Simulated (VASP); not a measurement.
# TiW3C4 (Pm-3m) in VASP: single point with PBE

Aim: the single point of TiW3C4 with PBE.

Everything below comes from runs of VASP 6.6.1. Logs are shortened: lines on timing, memory, paths and dates and some standing lists are left out, and cuts for length are marked.

## Step 1: The cell of the first run

Symmetry: Pm-3m, No. 221, cubic system. The conventional cell has a = 4.898 Å, b = 4.898 Å, c = 4.898 Å, α = 90.00°, β = 90.00°, γ = 90.00°. Ti (site symmetry m-3m) has 6 C at 2.45 Å within 3.2 Å. Within 3.2 Å of W (site symmetry 4/mmm) lie 6 C at 2.45 Å. C (site symmetry 4/mmm) has 2 Ti at 2.45 Å and 4 W at 2.45 Å within 3.2 Å. Within 3.2 Å of C (site symmetry m-3m) lie 6 W at 2.45 Å.

## Step 2: Single point, PBE

Contents of INCAR:

```
SYSTEM = TiW3C4
PREC = Accurate
ENCUT = 520
EDIFF = 1E-6
ISMEAR = 0
SIGMA = 0.1
LREAL = .False.
LASPH = .True.
NELM = 60
ALGO = Normal
ISIF = 2
LWAVE = .False.
LCHARG = .False.
GGA = PE
NBANDS = 45
```

Contents of KPOINTS:

```
regular mesh
0
Gamma
  4 4 4
  0 0 0
```

Contents of POSCAR:

```
TiW3C4
1.0
    4.8980255100      0.0000000000      0.0000000000
    0.0000000000      4.8980255100      0.0000000000
    0.0000000000      0.0000000000      4.8980255100
Ti W C
1 3 4
Direct
    0.0000000000      0.0000000000      0.0000000000
    0.5000000000      0.0000000000      0.5000000000
    0.5000000000      0.5000000000      0.0000000000
    0.0000000000      0.5000000000      0.5000000000
    0.0000000000      0.5000000000      0.0000000000
    0.5000000000      0.5000000000      0.5000000000
    0.0000000000      0.0000000000      0.5000000000
    0.5000000000      0.0000000000      0.0000000000
```

Potentials or basis: VASP PAW PBE potentials, release 64 (Ti_sv, W_sv, C).

Command:

```console
cat potpaw_PBE.64/Ti_sv/POTCAR potpaw_PBE.64/W_sv/POTCAR potpaw_PBE.64/C/POTCAR > POTCAR
mpirun -np 1 vasp_std > vasp.out
```

OUTCAR:

```text
SYSTEM = TiW3C4
   PREC = Accurate
   ENCUT = 520
   EDIFF = 1E-6
   ISMEAR = 0
   LREAL = .False.
   LASPH = .True.
   NELM = 60
   ISIF = 2
   GGA = PE

 ion  position               nearest neighbor table
   1  0.000  0.000  0.000-   5 2.45   7 2.45   8 2.45   7 2.45   5 2.45   8 2.45
   2  0.500  0.000  0.500-   6 2.45   7 2.45   8 2.45   8 2.45   6 2.45   7 2.45   4 3.46   3 3.46
                             4 3.46   3 3.46   3 3.46   4 3.46   3 3.46   4 3.46
   3  0.500  0.500  0.000-   5 2.45   6 2.45   8 2.45   6 2.45   8 2.45   5 2.45   4 3.46   4 3.46
                             2 3.46   2 3.46   2 3.46   4 3.46   2 3.46   4 3.46
   4  0.000  0.500  0.500-   5 2.45   6 2.45   7 2.45   5 2.45   7 2.45   6 2.45   3 3.46   2 3.46
                             2 3.46   2 3.46   3 3.46   3 3.46   3 3.46   2 3.46
   5  0.000  0.500  0.000-   1 2.45   3 2.45   4 2.45   4 2.45   1 2.45   3 2.45
   6  0.500  0.500  0.500-   2 2.45   3 2.45   4 2.45   3 2.45   2 2.45   4 2.45
   7  0.000  0.000  0.500-   1 2.45   2 2.45   4 2.45   1 2.45   4 2.45   2 2.45
   8  0.500  0.000  0.000-   1 2.45   2 2.45   3 2.45   2 2.45   3 2.45   1 2.45

  LATTYP: Found a simple cubic cell.
 ALAT       =     4.8980255100

  Lattice vectors:

 A1 = (   4.8980255100,   0.0000000000,   0.0000000000)
 A2 = (   0.0000000000,   4.8980255100,   0.0000000000)
 A3 = (   0.0000000000,   0.0000000000,   4.8980255100)

Analysis of symmetry for initial positions (statically):
=====================================================================
 Subroutine PRICEL returns:
 Original cell was already a primitive cell.

 Routine SETGRP: Setting up the symmetry group for a
 simple cubic supercell.

 Subroutine GETGRP returns: Found 48 space group operations
 (whereof 48 operations were pure point group operations)
 out of a pool of 48 trial point group operations.

The static configuration has the point symmetry O_h .

Analysis of symmetry for dynamics (positions and initial velocities):
=====================================================================
 Subroutine PRICEL returns:
 Original cell was already a primitive cell.

 Routine SETGRP: Setting up the symmetry group for a
 simple cubic supercell.

 Subroutine GETGRP returns: Found 48 space group operations
 (whereof 48 operations were pure point group operations)
 out of a pool of 48 trial point group operations.

The dynamic configuration has the point symmetry O_h .

 Subroutine INISYM returns: Found 48 space group operations
 (whereof 48 operations are pure point group operations),
 and found     1 'primitive' translations

----------------------------------------------------------------------------------------

                                     Primitive cell

  volume of cell :     117.5068

  direct lattice vectors                    reciprocal lattice vectors
     4.898025510  0.000000000  0.000000000     0.204163902  0.000000000  0.000000000
     0.000000000  4.898025510  0.000000000     0.000000000  0.204163902  0.000000000
     0.000000000  0.000000000  4.898025510     0.000000000  0.000000000  0.204163902

  length of vectors
     4.898025510  4.898025510  4.898025510     0.204163902  0.204163902  0.204163902

  position of ions in fractional coordinates (direct lattice)
     0.000000000  0.000000000  0.000000000
     0.500000000  0.000000000  0.500000000
     0.500000000  0.500000000  0.000000000
     0.000000000  0.500000000  0.500000000
     0.000000000  0.500000000  0.000000000
     0.500000000  0.500000000  0.500000000
     0.000000000  0.000000000  0.500000000
     0.500000000  0.000000000  0.000000000

  ion indices of the primitive-cell ions
   primitive index   ion index
                 1           1
                 2           2
                 3           3
                 4           4
                 5           5
                 6           6
                 7           7
                 8           8

----------------------------------------------------------------------------------------

 KPOINTS: regular mesh

Automatic generation of k-mesh.
 Grid dimensions read from file:
 generate k-points for:    4    4    4

 Generating k-lattice:

  Cartesian coordinates                     Fractional coordinates (reciprocal lattice)
     0.051040975  0.000000000  0.000000000     0.250000000  0.000000000  0.000000000
     0.000000000  0.051040975  0.000000000     0.000000000  0.250000000  0.000000000
     0.000000000  0.000000000  0.051040975     0.000000000  0.000000000  0.250000000

  Length of vectors
     0.051040975  0.051040975  0.051040975

  Shift w.r.t. Gamma in fractional coordinates (k-lattice)
     0.000000000  0.000000000  0.000000000

 Subroutine IBZKPT returns following result:
 ===========================================

 Found     10 irreducible k-points:

 Following reciprocal coordinates:
            Coordinates               Weight
  0.000000  0.000000  0.000000      1.000000
  0.250000  0.000000  0.000000      6.000000
  0.500000  0.000000  0.000000      3.000000
  0.250000  0.250000  0.000000     12.000000
  0.500000  0.250000  0.000000     12.000000
  0.500000  0.500000  0.000000      3.000000
  0.250000  0.250000  0.250000      8.000000
  0.500000  0.250000  0.250000     12.000000
  0.500000  0.500000  0.250000      6.000000
  0.500000  0.500000  0.500000      1.000000
   k-points           NKPTS =     10   k-points in BZ     NKDIM =     10   number of bands    NBANDS=     45
   number of dos      NEDOS =    301   number of ions     NIONS =      8
   total plane-waves  NPLWV =  46656
   dimension x,y,z NGX =    36 NGY =   36 NGZ =   36
   dimension x,y,z NGXF=    72 NGYF=   72 NGZF=   72
   ions per type =               1   3   4
   NGX,Y,Z   is equivalent  to a cutoff of  12.22, 12.22, 12.22 a.u.
   NGXF,Y,Z  is equivalent  to a cutoff of  24.44, 24.44, 24.44 a.u.
 SYSTEM =  TiW3C4
   PREC   = accura    normal or accurate (medium, high low for compatibility)
   ISTART =      0    job   : 0-new  1-cont  2-samecut
   ICHARG =      2    charge: 1-file 2-atom 10-const
   ISPIN  =      1    spin polarized calculation?
   LNONCOLLINEAR =      F non collinear calculations
   LSORBIT =      F    spin-orbit coupling
   LASPH  =      T    aspherical Exc in radial PAW
   ENCUT  =  520.0 eV  38.22 Ry    6.18 a.u.   9.11  9.11  9.11*2*pi/ulx,y,z
   NELM   =     60;   NELMIN=  2; NELMDL= -5     # of ELM steps
   EDIFF  = 0.1E-05   stopping-criterion for ELM
   LREAL  =      F    real-space projection
   EDIFFG = 0.1E-04   stopping-criterion for IOM
   NSW    =      0    number of steps for IOM
   IBRION =     -1    ionic relax: 0-MD 1-quasi-New 2-CG
   NFREE  =      0    steps in history (QN), initial steepest desc. (CG)
   ISIF   =      2    stress and relaxation
   ISYM   =      2    0-nonsym 1-usesym 2-fastsym
   POTIM  = 0.5000    time-step for ionic-motion
   TEBEG  =    0.0;   TEEND  =   0.0 temperature during run
   PSTRESS=    0.0 pullay stress
   NELECT =      70.0000    total number of electrons
   NUPDOWN=      -1.0000    fix difference up-down
   EMIN   =  10.00;   EMAX   =-10.00  energy-range for DOS
   EFERMI =   0.00;   METHOD = LEGACY
   ISMEAR =     0;   SIGMA  =   0.10  broadening in eV -4-tet -1-fermi 0-gaus
   EFERMI_NEDOS =   21; number of points for ismear=-14 and -15
   IALGO  =     38    algorithm
   IMIX   =      4    mixing-type and parameters
     AMIX     =   0.40;   BMIX     =  1.00
     AMIX_MAG =   1.60;   BMIX_MAG =  1.00
  volume/ion in A,a.u.               =      14.69        99.12
  Fermi-wavevector in a.u.,A,eV,Ry     =   1.377484  2.603067 25.816529  1.897461
  Thomas-Fermi vector in A             =   2.502633
   LORBIT       =      0    0 simple, 1 ext, 2 COOP (PROOUT), +10 PAW based schemes
   GGA     = PE    functional components
   LHFCALC =     F    Hartree Fock is set to
   AEXX    =    0.0000 exact exchange contribution
   IVDW    =     0    specifies the selected vdW correction
   LEPSILON=     F    determine dielectric tensor
   LRPA    =     F    only Hartree local field effects (RPA)
 non-spin polarized calculation
 Gauss-broadening in eV      SIGMA  =   0.10
  energy-cutoff  :      520.00
  volume of cell :      117.51
 maximum number of plane-waves:      3184
   NGX = 19   NGY = 19   NGZ = 19

 number of electron      70.0000024 magnetization

 Free energy of the ion-electron system (eV)
  ---------------------------------------------------
  ext. energy  EPLUGINS =         0.00000000
  ---------------------------------------------------
  free energy    TOTEN  =       -76.10531261 eV

  energy without entropy =      -76.08893232  energy(sigma->0) =      -76.09712246

 E-fermi :   7.3659     XC(G=0): -11.6932

 val. band max:        7.2980566947   @ k =   0.0000   0.0000   0.0000
 cond. band min:       7.3898458236   @ k =   0.2500   0.2500   0.0000
 fundamental gap:      0.0917891288
 Fermi energy:         7.3658824054

 k-point     1 :       0.0000    0.0000    0.0000
  band No.  band energies     occupation
      1     -68.2266      2.00000
      2     -68.2205      2.00000
      3     -68.2205      2.00000
      4     -50.6302      2.00000
      5     -32.3670      2.00000
      6     -32.3670      2.00000
[... 37 lines left out ...]
     44       8.6108      0.00000
     45       8.6108      0.00000

 k-point     2 :       0.2500    0.0000    0.0000
  band No.  band energies     occupation
      1     -68.2260      2.00000
      2     -68.2213      2.00000
      3     -68.2205      2.00000
      4     -50.6302      2.00000
      5     -32.3629      2.00000
      6     -32.3629      2.00000
[... 37 lines left out ...]
     44       8.8661      0.00000
     45       8.8802      0.00000

 k-point     3 :       0.5000    0.0000    0.0000
  band No.  band energies     occupation
      1     -68.2247      2.00000
      2     -68.2226      2.00000
      3     -68.2205      2.00000
      4     -50.6302      2.00000
      5     -32.3587      2.00000
      6     -32.3587      2.00000
[... 325 lines left out ...]
     44       8.9576      0.00000
     45      10.8529      0.00000

 k-point    10 :       0.5000    0.5000    0.5000
  band No.  band energies     occupation
      1     -68.2226      2.00000
      2     -68.2226      2.00000
      3     -68.2226      2.00000
      4     -50.6301      2.00000
      5     -32.4377      2.00000
      6     -32.3075      2.00000
[... 37 lines left out ...]
     44       9.2207      0.00000
     45      12.0419      0.00000

------------------------ aborting loop because EDIFF is reached ----------------------------------------

  FORCE on cell =-STRESS in cart. coord.  units (eV):
  Direction    XX          YY          ZZ          XY          YZ          ZX
  --------------------------------------------------------------------------------------
  -------------------------------------------------------------------------------------
  Total      -40.8633301    -40.8633301    -40.8633301      0.0000000      0.0000000      0.0000000
  in kB     -557.1616435   -557.1616435   -557.1616435      0.0000000      0.0000000      0.0000000
  external PRESSURE =    -557.1616435 kB  Pullay stress =       0.0000000 kB

 VOLUME and BASIS-vectors are now :
 -----------------------------------------------------------------------------
  energy-cutoff  :      520.00
  volume of cell :      117.51
      direct lattice vectors                 reciprocal lattice vectors
     4.898025510  0.000000000  0.000000000     0.204163902  0.000000000  0.000000000
     0.000000000  4.898025510  0.000000000     0.000000000  0.204163902  0.000000000
     0.000000000  0.000000000  4.898025510     0.000000000  0.000000000  0.204163902

 POSITION                                       TOTAL-FORCE (eV/Angst)
 -----------------------------------------------------------------------------------
      0.00000      0.00000      0.00000         0.000000      0.000000      0.000000
      2.44901      0.00000      2.44901         0.000000      0.000000      0.000000
      2.44901      2.44901      0.00000         0.000000      0.000000      0.000000
      0.00000      2.44901      2.44901         0.000000      0.000000      0.000000
      0.00000      2.44901      0.00000         0.000000      0.000000      0.000000
      2.44901      2.44901      2.44901         0.000000      0.000000      0.000000
      0.00000      0.00000      2.44901         0.000000      0.000000      0.000000
      2.44901      0.00000      0.00000         0.000000      0.000000      0.000000
 -----------------------------------------------------------------------------------
    total drift:                                0.000000      0.000000      0.000000

  FREE ENERGIE OF THE ION-ELECTRON SYSTEM (eV)
  ---------------------------------------------------
  free  energy   TOTEN  =       -76.1053126059 eV

  energy  without entropy=      -76.0889323179  energy(sigma->0) =      -76.09712246
```

Run time: 51 s. Hardware: 1 thread of Intel Xeon Platinum 8259CL at 2.50GHz (Skylake/Cascade Lake), shared host; peak memory 0.22 GiB.

Results:

* Free energy: -76.1053 eV
* Pressure: -55.7 GPa
* Band gap on the k mesh: zero (band 35 reaches 7.94 eV, above the bottom of band 36 at 6.77 eV)

Caveat: spin-orbit coupling is left out, which moves the levels of the heavy elements.
